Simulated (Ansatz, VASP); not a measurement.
**Ga: VASP beside Ansatz**

The input INCAR:

```
PREC = Accurate ; ENCUT = 520
EDIFF = 1E-7 ; ISMEAR = 0
SIGMA = 0.15 ; LREAL = False
LASPH = True ; NELM = 80
ALGO = Fast ; ISIF = 2
LWAVE = False ; LCHARG = False
GGA = PS ; NBANDS = 34
```

The input KPOINTS:

```
regular mesh
0
Gamma
  10 10 10
```

File POSCAR:

```
Ga
1.0
    2.2350478178     -3.7986615528     -0.3352571727
    2.2350478178      3.7986615528     -0.3352571727
   -0.6734664180      0.0000000000      4.2652873141
Ga
4
Direct
    0.1559156097      0.8440843903      0.0832479706
    0.6559156097      0.3440843903      0.4167520294
    0.8440843903      0.1559156097      0.9167520294
    0.3440843903      0.6559156097      0.5832479706
```

Input for Ansatz:

```yaml
crystal:
  lattice:
    - [2.2350478178, -3.7986615528, -0.3352571727]
    - [2.2350478178, 3.7986615528, -0.3352571727]
    - [-0.673466418, 0.0, 4.2652873141]
  atoms:
    - { symbol: Ga, position: [0.1559156097, 0.8440843903, 0.0832479706] }
    - { symbol: Ga, position: [0.6559156097, 0.3440843903, 0.4167520294] }
    - { symbol: Ga, position: [0.8440843903, 0.1559156097, 0.9167520294] }
    - { symbol: Ga, position: [0.3440843903, 0.6559156097, 0.5832479706] }
basis:
  ecutwfc: 420
kpoints:
  mp_grid: { grid: [10, 10, 10] }
hamiltonian:
  xc: pbesol
scf:
  occupations: { method: gaussian, width: 0.15 }
output:
  forces: true
  stress: true
  eigenvalues: true
```

Change from the starting cell: engineering shear strain xz -0.3000, normal strain along z -0.0500.

Alike in both runs: task single point; functional PBEsol; k mesh 10 × 10 × 10; occupations gaussian, width 0.15 eV; no spin polarisation.

|  | VASP | Ansatz |
| --- | --- | --- |
| version | VASP 6.6.1 | Ansatz 0.2.0 |
| potentials or method | VASP PAW PBE potentials, release 64 (Ga_d), cutoff 520 eV | scalar-relativistic, plane waves, PAW |
| valence electrons in the cell | 52 | 52 |

```tsv
	VASP	Ansatz	Ansatz less VASP
gap on the k mesh at the Fermi level (eV)	none	none	-
pressure (GPa)	12.0	11.9	-0.11
traceless stress, the component that is largest in VASP (GPa)	10.29	10.28	-0.018
rms of the force components (eV/Å)	0.927	0.925	-0.0023
```

VASP's potentials were made for PBE, not for PBEsol. Atom by atom the forces differ by 0.004 eV/Å (rms over components). A gap of «none» marks a metal or a gap that the smearing closes. With one functional, cell and mesh, what is left measures potentials, basis and numerics.
